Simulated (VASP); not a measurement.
# BN (F-43m) in VASP: single point with LDA

Aim: the single point of BN with LDA.

Everything below comes from runs of VASP 6.6.1. Logs are shortened: lines on timing, memory, paths and dates and some standing lists are left out, and cuts for length are marked.

## (1) The cell of the first run

It takes space group F-43m (No. 216, cubic). The conventional cell has a = 3.580 Å, b = 3.580 Å, c = 3.580 Å, α = 90.00°, β = 90.00°, γ = 90.00°. B (site symmetry -43m) has 4 N at 1.55 Å within 2.1 Å. Within 2.1 Å of N (site symmetry -43m) lie 4 B at 1.55 Å.

## (2) Single point, LDA

INCAR

```
PREC = Accurate ; ENCUT = 1330
EDIFF = 1E-6 ; ISMEAR = 0
SIGMA = 0.02 ; LREAL = F
LASPH = T ; NELM = 120
ALGO = Normal ; ISIF = 2
LWAVE = F ; LCHARG = F
GGA = CA ; NBANDS = 11
GGA_COMPAT = F
```

KPOINTS

```
regular mesh
0
Gamma
  8 8 8
```

POSCAR

```
BN
1.0
    0.0000000000      1.7899407191      1.7899407191
    1.7899407191      0.0000000000      1.7899407191
    1.7899407191      1.7899407191      0.0000000000
B N
1 1
Direct
    0.0000000000      0.0000000000      0.0000000000
    0.2500000000      0.2500000000      0.2500000000
```

Potentials or basis: VASP PAW LDA potentials, release 64 (B_h, N_h).

Command:

```console
cat potpaw_LDA.64/B_h/POTCAR potpaw_LDA.64/N_h/POTCAR > POTCAR
mpirun -np 1 vasp_std > vasp.out
```

OUTCAR:

```text
PREC = Accurate
   ENCUT = 1330
   EDIFF = 1E-6
   ISMEAR = 0
   LREAL = F
   LASPH = T
   NELM = 120
   ISIF = 2
   GGA = CA

 ion  position               nearest neighbor table
   1  0.000  0.000  0.000-
   2  0.250  0.250  0.250-

  LATTYP: Found a face centered cubic cell.
 ALAT       =     3.5798814382

  Lattice vectors:

 A1 = (   0.0000000000,   1.7899407191,   1.7899407191)
 A2 = (   1.7899407191,   0.0000000000,   1.7899407191)
 A3 = (   1.7899407191,   1.7899407191,   0.0000000000)

Analysis of symmetry for initial positions (statically):
=====================================================================
 Subroutine PRICEL returns:
 Original cell was already a primitive cell.

 Routine SETGRP: Setting up the symmetry group for a
 face centered cubic supercell.

 Subroutine GETGRP returns: Found 24 space group operations
 (whereof 24 operations were pure point group operations)
 out of a pool of 48 trial point group operations.

The static configuration has the point symmetry T_d .

Analysis of symmetry for dynamics (positions and initial velocities):
=====================================================================
 Subroutine PRICEL returns:
 Original cell was already a primitive cell.

 Routine SETGRP: Setting up the symmetry group for a
 face centered cubic supercell.

 Subroutine GETGRP returns: Found 24 space group operations
 (whereof 24 operations were pure point group operations)
 out of a pool of 48 trial point group operations.

The dynamic configuration has the point symmetry T_d .

 Subroutine INISYM returns: Found 24 space group operations
 (whereof 24 operations are pure point group operations),
 and found     1 'primitive' translations

----------------------------------------------------------------------------------------

                                     Primitive cell

  volume of cell :      11.4695

  direct lattice vectors                    reciprocal lattice vectors
     0.000000000  1.789940719  1.789940719    -0.279338860  0.279338860  0.279338860
     1.789940719  0.000000000  1.789940719     0.279338860 -0.279338860  0.279338860
     1.789940719  1.789940719  0.000000000     0.279338860  0.279338860 -0.279338860

  length of vectors
     2.531358441  2.531358441  2.531358441     0.483829098  0.483829098  0.483829098

  position of ions in fractional coordinates (direct lattice)
     0.000000000  0.000000000  0.000000000
     0.250000000  0.250000000  0.250000000

  ion indices of the primitive-cell ions
   primitive index   ion index
                 1           1
                 2           2

----------------------------------------------------------------------------------------

 KPOINTS: regular mesh

Automatic generation of k-mesh.
 Grid dimensions read from file:
 generate k-points for:    8    8    8

 Generating k-lattice:

  Cartesian coordinates                     Fractional coordinates (reciprocal lattice)
    -0.034917358  0.034917358  0.034917358     0.125000000  0.000000000  0.000000000
     0.034917358 -0.034917358  0.034917358     0.000000000  0.125000000  0.000000000
     0.034917358  0.034917358 -0.034917358     0.000000000  0.000000000  0.125000000

  Length of vectors
     0.060478637  0.060478637  0.060478637

  Shift w.r.t. Gamma in fractional coordinates (k-lattice)
     0.000000000  0.000000000  0.000000000

 Subroutine IBZKPT returns following result:
 ===========================================

 Found     29 irreducible k-points:

 Following reciprocal coordinates:
            Coordinates               Weight
  0.000000  0.000000  0.000000      1.000000
  0.125000  0.000000  0.000000      8.000000
  0.250000  0.000000  0.000000      8.000000
  0.375000  0.000000  0.000000      8.000000
  0.500000  0.000000  0.000000      4.000000
  0.125000  0.125000  0.000000      6.000000
[... 16 lines left out ...]
  0.500000  0.250000  0.125000     48.000000
 -0.375000  0.250000  0.125000     24.000000
 [... further k-points ...]
   k-points           NKPTS =     29   k-points in BZ     NKDIM =     29   number of bands    NBANDS=     11
   number of dos      NEDOS =    301   number of ions     NIONS =      2
   total plane-waves  NPLWV =  27000
   dimension x,y,z NGX =    30 NGY =   30 NGZ =   30
   dimension x,y,z NGXF=    60 NGYF=   60 NGZF=   60
   ions per type =               1   1
   NGX,Y,Z   is equivalent  to a cutoff of  19.70, 19.70, 19.70 a.u.
   NGXF,Y,Z  is equivalent  to a cutoff of  39.40, 39.40, 39.40 a.u.
 SYSTEM =  unknown system
   PREC   = accura    normal or accurate (medium, high low for compatibility)
   ISTART =      0    job   : 0-new  1-cont  2-samecut
   ICHARG =      2    charge: 1-file 2-atom 10-const
   ISPIN  =      1    spin polarized calculation?
   LNONCOLLINEAR =      F non collinear calculations
   LSORBIT =      F    spin-orbit coupling
   LASPH  =      T    aspherical Exc in radial PAW
   ENCUT  = 1330.0 eV  97.75 Ry    9.89 a.u.   7.53  7.53  7.53*2*pi/ulx,y,z
   NELM   =    120;   NELMIN=  2; NELMDL= -5     # of ELM steps
   EDIFF  = 0.1E-05   stopping-criterion for ELM
   LREAL  =      F    real-space projection
   EDIFFG = 0.1E-04   stopping-criterion for IOM
   NSW    =      0    number of steps for IOM
   IBRION =     -1    ionic relax: 0-MD 1-quasi-New 2-CG
   NFREE  =      0    steps in history (QN), initial steepest desc. (CG)
   ISIF   =      2    stress and relaxation
   ISYM   =      2    0-nonsym 1-usesym 2-fastsym
   POTIM  = 0.5000    time-step for ionic-motion
   TEBEG  =    0.0;   TEEND  =   0.0 temperature during run
   PSTRESS=    0.0 pullay stress
   NELECT =       8.0000    total number of electrons
   NUPDOWN=      -1.0000    fix difference up-down
   EMIN   =  10.00;   EMAX   =-10.00  energy-range for DOS
   EFERMI =   0.00;   METHOD = LEGACY
   ISMEAR =     0;   SIGMA  =   0.02  broadening in eV -4-tet -1-fermi 0-gaus
   EFERMI_NEDOS =   21; number of points for ismear=-14 and -15
   IALGO  =     38    algorithm
   IMIX   =      4    mixing-type and parameters
     AMIX     =   0.40;   BMIX     =  1.00
     AMIX_MAG =   1.60;   BMIX_MAG =  1.00
  volume/ion in A,a.u.               =       5.73        38.70
  Fermi-wavevector in a.u.,A,eV,Ry     =   1.451854  2.743606 28.679436  2.107879
  Thomas-Fermi vector in A             =   2.569303
   LORBIT       =      0    0 simple, 1 ext, 2 COOP (PROOUT), +10 PAW based schemes
   GGA     = CA    functional components
   LHFCALC =     F    Hartree Fock is set to
   AEXX    =    0.0000 exact exchange contribution
   IVDW    =     0    specifies the selected vdW correction
   LEPSILON=     F    determine dielectric tensor
   LRPA    =     F    only Hartree local field effects (RPA)
 non-spin polarized calculation
 Gauss-broadening in eV      SIGMA  =   0.02
  energy-cutoff  :     1330.00
  volume of cell :       11.47
 maximum number of plane-waves:      1283
   NGX = 15   NGY = 15   NGZ = 15

 number of electron       8.0000000 magnetization

 Free energy of the ion-electron system (eV)
  ---------------------------------------------------
  ext. energy  EPLUGINS =         0.00000000
  ---------------------------------------------------
  free energy    TOTEN  =       -19.42088482 eV

  energy without entropy =      -19.42088482  energy(sigma->0) =      -19.42088482

 E-fermi :   9.3746     XC(G=0): -13.4109

 val. band max:        9.2635945659   @ k =   0.0000   0.0000   0.0000
 cond. band min:      13.6457168888   @ k =   0.5000   0.5000   0.0000
 fundamental gap:      4.3821223229
 Fermi energy:         9.3746113984

 k-point     1 :       0.0000    0.0000    0.0000
  band No.  band energies     occupation
      1     -11.1421      2.00000
      2       9.2636      2.00000
      3       9.2636      2.00000
      4       9.2636      2.00000
      5      18.0889      0.00000
      6      18.0889      0.00000
      7      18.0889      0.00000
      8      20.1816      0.00000
      9      34.3143      0.00000
     10      37.3997      0.00000
     11      37.3997      0.00000

 k-point     2 :       0.1250    0.0000    0.0000
  band No.  band energies     occupation
      1     -10.7530      2.00000
      2       7.3628      2.00000
      3       8.8678      2.00000
      4       8.8678      2.00000
      5      18.5782      0.00000
      6      18.6779      0.00000
      7      18.6779      0.00000
      8      21.2612      0.00000
      9      33.6491      0.00000
     10      34.0887      0.00000
     11      34.0887      0.00000

 k-point     3 :       0.2500    0.0000    0.0000
  band No.  band energies     occupation
      1      -9.6190      2.00000
      2       3.6929      2.00000
      3       8.0944      2.00000
      4       8.0944      2.00000
      5      19.2022      0.00000
      6      19.6459      0.00000
      7      19.6459      0.00000
      8      23.1310      0.00000
      9      32.7287      0.00000
     10      33.0150      0.00000
     11      33.0150      0.00000

 k-point     4 :       0.3750    0.0000    0.0000
  band No.  band energies     occupation
      1      -7.9223      2.00000
      2       0.1412      2.00000
      3       7.4814      2.00000
      4       7.4814      2.00000
      5      19.6836      0.00000
      6      19.9990      0.00000
      7      19.9990      0.00000
      8      24.2438      0.00000
      9      32.5879      0.00000
     10      34.5855      0.00000
     11      34.5855      0.00000
[... 239 lines left out ...]
 k-point    22 :       0.3750    0.2500    0.1250
  band No.  band energies     occupation
      1      -8.6492      2.00000
      2       3.4939      2.00000
      3       5.2022      2.00000
      4       7.1853      2.00000
      5      17.8777      0.00000
      6      21.2177      0.00000
      7      22.1705      0.00000
      8      22.7502      0.00000
      9      28.8355      0.00000
     10      35.1302      0.00000
     11      36.9489      0.00000

 k-point    23 :       0.5000    0.2500    0.1250
  band No.  band energies     occupation
      1      -7.0558      2.00000
      2       0.8690      2.00000
      3       4.3990      2.00000
      4       6.2162      2.00000
      5      18.6670      0.00000
      6      20.7557      0.00000
      7      23.3568      0.00000
      8      24.0632      0.00000
      9      29.4155      0.00000
     10      34.7230      0.00000
     11      37.0210      0.00000

 k-point    24 :      -0.3750    0.2500    0.1250
  band No.  band energies     occupation
      1      -5.9832      2.00000
      2      -0.7028      2.00000
      3       4.3445      2.00000
      4       5.6853      2.00000
      5      18.8091      0.00000
      6      20.6616      0.00000
      7      23.9506      0.00000
      8      25.2571      0.00000
      9      28.7444      0.00000
     10      35.3576      0.00000
     11      37.0078      0.00000

 [... further k-points ...]

------------------------ aborting loop because EDIFF is reached ----------------------------------------

  FORCE on cell =-STRESS in cart. coord.  units (eV):
  Direction    XX          YY          ZZ          XY          YZ          ZX
  --------------------------------------------------------------------------------------
  -------------------------------------------------------------------------------------
  Total        0.0666325      0.0666325      0.0666325      0.0000000      0.0000000     -0.0000000
  in kB        9.3078805      9.3078805      9.3078805      0.0000000      0.0000000     -0.0000000
  external PRESSURE =       9.3078805 kB  Pullay stress =       0.0000000 kB

 VOLUME and BASIS-vectors are now :
 -----------------------------------------------------------------------------
  energy-cutoff  :     1330.00
  volume of cell :       11.47
      direct lattice vectors                 reciprocal lattice vectors
     0.000000000  1.789940719  1.789940719    -0.279338860  0.279338860  0.279338860
     1.789940719  0.000000000  1.789940719     0.279338860 -0.279338860  0.279338860
     1.789940719  1.789940719  0.000000000     0.279338860  0.279338860 -0.279338860

 POSITION                                       TOTAL-FORCE (eV/Angst)
 -----------------------------------------------------------------------------------
      0.00000      0.00000      0.00000        -0.000000     -0.000000     -0.000000
      0.89497      0.89497      0.89497         0.000000      0.000000      0.000000
 -----------------------------------------------------------------------------------
    total drift:                                0.000000      0.000000     -0.000000

  FREE ENERGIE OF THE ION-ELECTRON SYSTEM (eV)
  ---------------------------------------------------
  free  energy   TOTEN  =       -19.4208848177 eV

  energy  without entropy=      -19.4208848177  energy(sigma->0) =      -19.42088482
```

It took 8.8 s on 1 thread of AMD EPYC 7R43 (Zen 3), shared host; peak memory 0.11 GiB.

Results:

* Free energy: -19.4209 eV
* Pressure: 0.9 GPa
* Band gap on the k mesh: 4.38 eV (least direct gap 8.83 eV)

Levels at points of the mesh, in eV from the valence-band top:
```tsv
k point	band 1	band 2	band 3	band 4	band 5	band 6	band 7	band 8
(0.00, 0.00, 0.00)	-20.41	0.00	0.00	0.00	8.83	8.83	8.83	10.92
(0.50, 0.00, 0.00)	-15.98	-10.98	-2.00	-2.00	10.60	10.73	10.73	15.31
(0.50, 0.50, 0.00)	-14.56	-9.08	-5.07	-5.07	4.38	9.32	18.15	18.15
```

A k mesh can miss the band edges.
